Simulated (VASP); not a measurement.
# BaTiO3 in VASP: a series of runs

The runs below take BaTiO3 through single point, with r2SCAN+rVV10, LDA.

Program: VASP 6.6.1. These are calculated values, not measurements. Logs are shortened: lines on timing, memory, paths and dates and some standing lists are left out, and cuts for length are marked.

## Step 1: The cell of the first run

The typed cell holds 10 atoms: a = 5.658 Å, b = 5.654 Å, c = 5.669 Å, α = 89.93°, β = 119.94°, γ = 120.02°.

## Step 2: Single point, r2SCAN+rVV10

POSCAR reads:

```
BaTiO3
1.0
    4.0011799927     -2.8279895172     -2.8285177436
   -3.9999047620     -2.8260815584      2.8256285720
   -4.0119924005      2.8239557388     -2.8402852698
Ba Ti O
2 2 6
Direct
    0.9947300123      0.4968148394      0.4918662288
    0.9946994898      0.9967883528     -0.0081571084
    0.4824382540      0.2403986911      0.7236764146
    0.4824365912      0.7403947516      0.2236740296
    0.5061396505      0.5067870370      0.0127748274
    0.5061531284      0.0067940261      0.5127776028
    0.5063353703      0.4992286294      0.5126950996
    0.5063357716      0.9992334616      1.0127032293
    0.0141450069      0.0067801260      0.5127696135
    0.0141467250      0.5067800851      0.0127800628
```

INCAR.step1 reads:

```
  PREC = Accurate
  ENCUT = 520
  ISMEAR = -1
  SIGMA = 0.05
  LREAL = False
  LASPH = True
  NELM = 60
  NBANDS = 51
  GGA = PE
  ALGO = Normal
  EDIFF = 1E-4
  LWAVE = True
  LCHARG = False
  KPAR = 4
```

INCAR.step2 reads:

```
  PREC = Accurate
  ENCUT = 520
  EDIFF = 1E-6
  ISMEAR = -1
  SIGMA = 0.05
  LREAL = False
  LASPH = True
  NELM = 60
  ALGO = Normal
  ISIF = 2
  LWAVE = False
  LCHARG = False
  METAGGA = R2SCAN
  LMIXTAU = True
  LUSE_VDW = True
  IVDW_NL = 2
  BPARAM = 11.95
  CPARAM = 0.0093
  NBANDS = 51
  ISTART = 1
  KPAR = 4
```

KPOINTS reads:

```
regular mesh
0
Gamma
  7 7 6
```

Potentials or basis: VASP PAW PBE potentials, release 64 (Ba_sv, Ti_sv, O).

Run with:

```
> cat potpaw_PBE.64/Ba_sv/POTCAR potpaw_PBE.64/Ti_sv/POTCAR potpaw_PBE.64/O/POTCAR > POTCAR
> cp INCAR.step1 INCAR
> mpirun -np 4 vasp_std > vasp.out
> cp INCAR.step2 INCAR
> mpirun -np 4 vasp_std > vasp.out
```

OUTCAR:

```text
PREC = Accurate
   ENCUT = 520
   EDIFF = 1E-6
   ISMEAR = -1
   LREAL = False
   LASPH = True
   NELM = 60
   ISIF = 2
   METAGGA = R2SCAN
   IVDW_NL = 2
   BPARAM = 11.95
   ISTART = 1

 ion  position               nearest neighbor table
   1  0.995  0.497  0.492-   8 2.77  10 2.77   5 2.77   9 2.83   6 2.83   6 2.83   7 2.83   9 2.83
                             7 2.83   5 2.90  10 2.90   8 2.90   4 3.39   3 3.44   3 3.44   3 3.44
   2  0.995  0.997  0.992-   7 2.77   6 2.77   9 2.77  10 2.83   5 2.83   5 2.83   8 2.83  10 2.83
                             8 2.83   6 2.90   9 2.90   7 2.90   3 3.39   4 3.44   4 3.44   4 3.44
   3  0.482  0.240  0.724-   6 1.88   9 1.88   7 1.88   8 2.13  10 2.13   5 2.13   2 3.39   1 3.44
                             1 3.44   1 3.44   2 3.49   2 3.49   2 3.50   1 3.56
   4  0.482  0.740  0.224-   5 1.88  10 1.88   8 1.88   7 2.13   9 2.13   6 2.13   1 3.39   2 3.44
                             2 3.44   2 3.44   1 3.49   1 3.49   1 3.50   2 3.56
   5  0.506  0.507  0.013-   4 1.88   3 2.13   1 2.77   2 2.83   2 2.83   1 2.90
   6  0.506  0.007  0.513-   3 1.88   4 2.13   2 2.77   1 2.83   1 2.83   2 2.90
   7  0.506  0.499  0.513-   3 1.88   4 2.13   2 2.77   1 2.83   1 2.83   2 2.90
   8  0.506  0.999  0.013-   4 1.88   3 2.13   1 2.77   2 2.83   2 2.83   1 2.90
   9  0.014  0.007  0.513-   3 1.88   4 2.13   2 2.77   1 2.83   1 2.83   2 2.90
  10  0.014  0.507  0.013-   4 1.88   3 2.13   1 2.77   2 2.83   2 2.83   1 2.90

  LATTYP: Found a base centered monoclinic cell.
 ALAT       =    24.6455968717
 B/A-ratio  =     0.2295548072
 C/A-ratio  =     0.3246666264
 COS(beta)  =    -0.9731509913

  Lattice vectors:

 A1 = (   0.0133628692, -11.3041083728,   5.6630246702)
 A2 = (  -3.9878171235,  -8.4761188556,   8.4915424138)
 A3 = (  -0.0120876385,   5.6500372972,  -5.6659138418)

Analysis of symmetry for initial positions (statically):
=====================================================================
 Subroutine PRICEL returns:
 Original cell was already a primitive cell.

 Routine SETGRP: Setting up the symmetry group for a
 base centered monoclinic supercell.

 Subroutine GETGRP returns: Found  1 space group operations
 (whereof  1 operations were pure point group operations)
 out of a pool of  4 trial point group operations.

The static configuration has the point symmetry C_1 .

Analysis of symmetry for dynamics (positions and initial velocities):
=====================================================================
 Subroutine PRICEL returns:
 Original cell was already a primitive cell.

 Routine SETGRP: Setting up the symmetry group for a
 base centered monoclinic supercell.

 Subroutine GETGRP returns: Found  1 space group operations
 (whereof  1 operations were pure point group operations)
 out of a pool of  4 trial point group operations.

The dynamic configuration has the point symmetry C_1 .

 Subroutine INISYM returns: Found  1 space group operations
 (whereof  1 operations are pure point group operations),
 and found     1 'primitive' translations

----------------------------------------------------------------------------------------

                                     Primitive cell

  volume of cell :     128.3974

  direct lattice vectors                    reciprocal lattice vectors
     4.001179993 -2.827989517 -2.828517744     0.000369383 -0.176773552 -0.176279000
    -3.999904762 -2.826081558  2.825628572    -0.124768113 -0.176892039  0.000363849
    -4.011992400  2.823955739 -2.840285270    -0.124492126  0.000061941 -0.176166677

  length of vectors
     5.657515238  5.654215410  5.669041317     0.249646372  0.216467106  0.215715070

  position of ions in fractional coordinates (direct lattice)
     0.994730012  0.496814839  0.491866229
     0.994699490  0.996788353  0.991842892
     0.482438254  0.240398691  0.723676415
     0.482436591  0.740394752  0.223674030
     0.506139651  0.506787037  0.012774827
     0.506153128  0.006794026  0.512777603
     0.506335370  0.499228629  0.512695100
     0.506335772  0.999233462  0.012703229
     0.014145007  0.006780126  0.512769613
     0.014146725  0.506780085  0.012780063

  ion indices of the primitive-cell ions
   primitive index   ion index
                 1           1
                 2           2
                 3           3
                 4           4
                 5           5
                 6           6
                 7           7
                 8           8
                 9           9
                10          10

----------------------------------------------------------------------------------------

 KPOINTS: regular mesh

Automatic generation of k-mesh.
 Grid dimensions read from file:
 generate k-points for:    7    7    6

 Generating k-lattice:

  Cartesian coordinates                     Fractional coordinates (reciprocal lattice)
     0.000052769 -0.025253365 -0.025182714     0.142857143  0.000000000 -0.000000000
    -0.017824016 -0.025270291  0.000051978     0.000000000  0.142857143  0.000000000
    -0.020748688  0.000010324 -0.029361113     0.000000000  0.000000000  0.166666667

  Length of vectors
     0.035663767  0.030923872  0.035952512

  Shift w.r.t. Gamma in fractional coordinates (k-lattice)
     0.000000000  0.000000000  0.000000000

 Subroutine IBZKPT returns following result:
 ===========================================

 Found    148 irreducible k-points:

 Following reciprocal coordinates:
            Coordinates               Weight
  0.000000  0.000000  0.000000      1.000000
  0.142857 -0.000000  0.000000      2.000000
  0.285714 -0.000000  0.000000      2.000000
  0.428571 -0.000000  0.000000      2.000000
 -0.000000  0.142857  0.000000      2.000000
  0.142857  0.142857  0.000000      2.000000
[... 16 lines left out ...]
 -0.428571  0.428571 -0.000000      2.000000
 -0.285714  0.428571  0.000000      2.000000
 [... further k-points ...]
   k-points           NKPTS =    148   k-points in BZ     NKDIM =    148   number of bands    NBANDS=     51
   number of dos      NEDOS =    301   number of ions     NIONS =     10
   total plane-waves  NPLWV =  74088
   dimension x,y,z NGX =    42 NGY =   42 NGZ =   42
   dimension x,y,z NGXF=    84 NGYF=   84 NGZF=   84
   ions per type =               2   2   6
   NGX,Y,Z   is equivalent  to a cutoff of  12.34, 12.35, 12.32 a.u.
   NGXF,Y,Z  is equivalent  to a cutoff of  24.68, 24.70, 24.63 a.u.
 SYSTEM =  unknown system
   PREC   = accura    normal or accurate (medium, high low for compatibility)
   ISTART =      1    job   : 0-new  1-cont  2-samecut
   ICHARG =      0    charge: 1-file 2-atom 10-const
   ISPIN  =      1    spin polarized calculation?
   LNONCOLLINEAR =      F non collinear calculations
   LSORBIT =      F    spin-orbit coupling
   LASPH  =      T    aspherical Exc in radial PAW
   ENCUT  =  520.0 eV  38.22 Ry    6.18 a.u.  10.52 10.51 10.54*2*pi/ulx,y,z
   NELM   =     60;   NELMIN=  2; NELMDL=  0     # of ELM steps
   EDIFF  = 0.1E-05   stopping-criterion for ELM
   LREAL  =      F    real-space projection
   EDIFFG = 0.1E-04   stopping-criterion for IOM
   NSW    =      0    number of steps for IOM
   IBRION =     -1    ionic relax: 0-MD 1-quasi-New 2-CG
   NFREE  =      0    steps in history (QN), initial steepest desc. (CG)
   ISIF   =      2    stress and relaxation
   ISYM   =      2    0-nonsym 1-usesym 2-fastsym
   POTIM  = 0.5000    time-step for ionic-motion
   TEBEG  =    0.0;   TEEND  =   0.0 temperature during run
   PSTRESS=    0.0 pullay stress
   NELECT =      80.0000    total number of electrons
   NUPDOWN=      -1.0000    fix difference up-down
   EMIN   =  10.00;   EMAX   =-10.00  energy-range for DOS
   EFERMI =   0.00;   METHOD = LEGACY
   ISMEAR =    -1;   SIGMA  =   0.05  broadening in eV -4-tet -1-fermi 0-gaus
   EFERMI_NEDOS =   21; number of points for ismear=-14 and -15
   IALGO  =     38    algorithm
   IMIX   =      4    mixing-type and parameters
     AMIX     =   0.40;   BMIX     =  1.00
     AMIX_MAG =   1.60;   BMIX_MAG =  1.00
  volume/ion in A,a.u.               =      12.84        86.65
  Fermi-wavevector in a.u.,A,eV,Ry     =   1.398254  2.642317 26.600941  1.955114
  Thomas-Fermi vector in A             =   2.521430
   LORBIT       =      0    0 simple, 1 ext, 2 COOP (PROOUT), +10 PAW based schemes
   METAGGA = R2SCAN    functional components
   LHFCALC =     F    Hartree Fock is set to
   AEXX    =    0.0000 exact exchange contribution
   IVDW_NL    =     2    kernel type
   BPARAM     =11.9500
   IVDW    =     0    specifies the selected vdW correction
   LEPSILON=     F    determine dielectric tensor
   LRPA    =     F    only Hartree local field effects (RPA)
 non-spin polarized calculation
  energy-cutoff  :      520.00
  volume of cell :      128.40
 maximum number of plane-waves:      3479
 NGX is ok and might be reduce to    42
   NGX = 21   NGY = 21   NGZ = 21

 number of electron      79.9999997 magnetization

 Free energy of the ion-electron system (eV)
  ---------------------------------------------------
  ext. energy  EPLUGINS =         0.00000000
  ---------------------------------------------------
  free energy    TOTEN  =      -146.69173484 eV

  energy without entropy =     -146.69173484  energy(sigma->0) =     -146.69173484

 E-fermi :   4.5075     XC(G=0): -11.9465

 val. band max:        3.4553256652   @ k =   0.0000   0.0000   0.0000
 cond. band min:       6.1663097913   @ k =   0.0000   0.0000   0.0000
 fundamental gap:      2.7109841261
 Fermi energy:         4.5074718180

 k-point     1 :       0.0000    0.0000    0.0000
  band No.  band energies     occupation
      1     -55.0741      2.00000
      2     -55.0707      2.00000
      3     -30.3295      2.00000
      4     -30.3283      2.00000
      5     -30.3250      2.00000
      6     -30.2768      2.00000
[... 43 lines left out ...]
     50       9.0376      0.00000
     51      10.6985      0.00000
[... 1240 lines left out ...]
     50      10.4654      0.00000
     51      10.7655      0.00000

 [... further k-points ...]

------------------------ aborting loop because EDIFF is reached ----------------------------------------

  FORCE on cell =-STRESS in cart. coord.  units (eV):
  Direction    XX          YY          ZZ          XY          YZ          ZX
  --------------------------------------------------------------------------------------
  -------------------------------------------------------------------------------------
  Total        1.7881855      1.8389225      1.7650254      0.0053309     -0.0125040     -0.0480167
  in kB       22.3134542     22.9465639     22.0244556      0.0665210     -0.1560283     -0.5991655
  external PRESSURE =      22.4281579 kB  Pullay stress =       0.0000000 kB

 VOLUME and BASIS-vectors are now :
 -----------------------------------------------------------------------------
  energy-cutoff  :      520.00
  volume of cell :      128.40
      direct lattice vectors                 reciprocal lattice vectors
     4.001179993 -2.827989517 -2.828517744     0.000369383 -0.176773552 -0.176279000
    -3.999904762 -2.826081558  2.825628572    -0.124768113 -0.176892039  0.000363849
    -4.011992400  2.823955739 -2.840285270    -0.124492126  0.000061941 -0.176166677

 POSITION                                       TOTAL-FORCE (eV/Angst)
 -----------------------------------------------------------------------------------
      0.01952     -2.82812     -2.80684        -0.016682     -0.000205     -0.023175
     -3.98635     -2.82908     -2.81409        -0.017446     -0.001128     -0.023960
     -1.93463     -0.00009     -2.74076        -0.094260     -0.004024     -0.129111
     -1.92857     -2.82510      0.09220        -0.095096     -0.004170     -0.129256
     -0.05320     -2.82750     -0.03592         0.092968      0.000295      0.012342
     -0.05923     -0.00253     -2.86890         0.092381      0.000613      0.012314
     -2.02786     -1.39494     -1.47774         0.009699     -0.055396      0.068736
     -2.02186     -4.21995      1.35520         0.010052     -0.055444      0.069003
     -2.02775      1.38888     -1.47726         0.009182      0.059710      0.071366
     -2.02174     -1.43612      1.35566         0.009201      0.059751      0.071741
 -----------------------------------------------------------------------------------
    total drift:                                0.000135     -0.000011      0.000486

  FREE ENERGIE OF THE ION-ELECTRON SYSTEM (eV)
  ---------------------------------------------------
  free  energy   TOTEN  =      -146.6917348420 eV

  energy  without entropy=     -146.6917348419  energy(sigma->0) =     -146.69173484
```

It took 13 min on 4 MPI ranks of Intel Xeon 6975P-C (Granite Rapids), shared host; peak memory 1.1 GiB.

Results:

```
Free energy            : -146.6917 eV
Pressure               : 2.2 GPa
Largest force          : 0.161 eV/Å
Band gap on the k mesh : 2.71 eV
```

Forces on the atoms (eV/Å):
```
Ba  -0.017  0.000 -0.023
Ba  -0.017 -0.001 -0.024
Ti  -0.094 -0.004 -0.129
Ti  -0.095 -0.004 -0.129
O    0.093  0.000  0.012
O    0.092  0.001  0.012
O    0.010 -0.055  0.069
O    0.010 -0.055  0.069
O    0.009  0.060  0.071
O    0.009  0.060  0.072
```

Stress tensor (GPa, compression positive):
```
 2.23  0.01 -0.06
 0.01  2.29 -0.02
-0.06 -0.02  2.20
```

Levels at points of the mesh, in eV from the valence-band top:
| k point | band 37 | band 38 | band 39 | band 40 | band 41 | band 42 | band 43 | band 44 |
| --- | --- | --- | --- | --- | --- | --- | --- | --- |
| (0.00, 0.00, 0.00) | -0.39 | -0.02 | -0.02 | 0.00 | 2.71 | 2.72 | 2.84 | 4.71 |
| (0.00, 0.00, 0.50) | -0.77 | -0.76 | -0.58 | -0.58 | 3.88 | 3.88 | 3.88 | 3.88 |

Caveat: the PAW data sets were made with another functional, which shifts forces and pressure a little; spin-orbit coupling is left out, which moves the levels of the heavy elements. A k mesh can miss the band edges.

(Part 1 of 2 ends here.)
